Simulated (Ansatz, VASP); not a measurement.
Mg in VASP and in Ansatz

Contents of INCAR:

```
  PREC = Accurate
  ENCUT = 520
  EDIFF = 1E-8
  ISMEAR = -1
  SIGMA = 0.03
  LREAL = F
  LASPH = T
  NELM = 60
  ALGO = Normal
  ISIF = 2
  LWAVE = F
  LCHARG = F
  GGA = PE
  LEFG = T
  NBANDS = 7
```

The input KPOINTS:

```
Automatic mesh
0
Gamma
  16 16 16
```

Contents of POSCAR:

```
Mg
1.0
    0.0000000000      2.2442560000      2.1993708800
    2.2442560000      0.0000000000      2.1993708800
    2.2442560000      2.2442560000      0.0000000000
Mg
1
Direct
    0.0000000000      0.0000000000      0.0000000000
```

Input for Ansatz:

```yaml
crystal:
  lattice:
    - [0.0, 2.244256, 2.19937088]
    - [2.244256, 0.0, 2.19937088]
    - [2.244256, 2.244256, 0.0]
  atoms:
    - { symbol: Mg, position: [0.0, 0.0, 0.0] }
kpoints:
  mp_grid: { grid: [16, 16, 16] }
scf:
  occupations: { method: fermi_dirac, width: 0.03 }
hamiltonian:
  xc: pbe
  pseudopotentials: { kind: paw }
output:
  forces: true
  stress: true
  eigenvalues: true
  efg: { contact_densities: true }
  write_density: true
  write_potential: true
  elf: true
  volumetric_format: npy
```

Change from the starting cell: zz strain of -2 %, PAW files.

Alike in both runs: task electric field gradients; functional PBE; k mesh 16 × 16 × 16; occupations fermi-dirac, width 0.03 eV; no spin polarisation.

|  | VASP | Ansatz |
| --- | --- | --- |
| version | VASP 6.6.1 | Ansatz 0.2.0 |
| potentials or method | VASP PAW PBE potentials, release 64 (Mg) | PAW with Ansatz's default frozen-core files, scalar-relativistic |
| plane-wave cutoff (eV) | 520 | 420 |
| valence electrons in the cell | 2 | 10 |

VASP gave:

* pressure (GPa): 1.5
* traceless stress, the component that is largest in VASP (GPa): -0.21
* size of Vzz on the site where it differs most (V/Å²): 0.9

What did Ansatz give for the same quantities?

Pressure (GPa): 1.6; traceless stress, the component that is largest in VASP (GPa): -0.21; size of Vzz on the site where it differs most (V/Å²): 1.1.

With one functional, cell and mesh, what is left measures potentials, basis and numerics. VASP's potentials hold 2 valence electrons a cell and Ansatz's 10, so a difference there can come from the potentials and not from the codes.
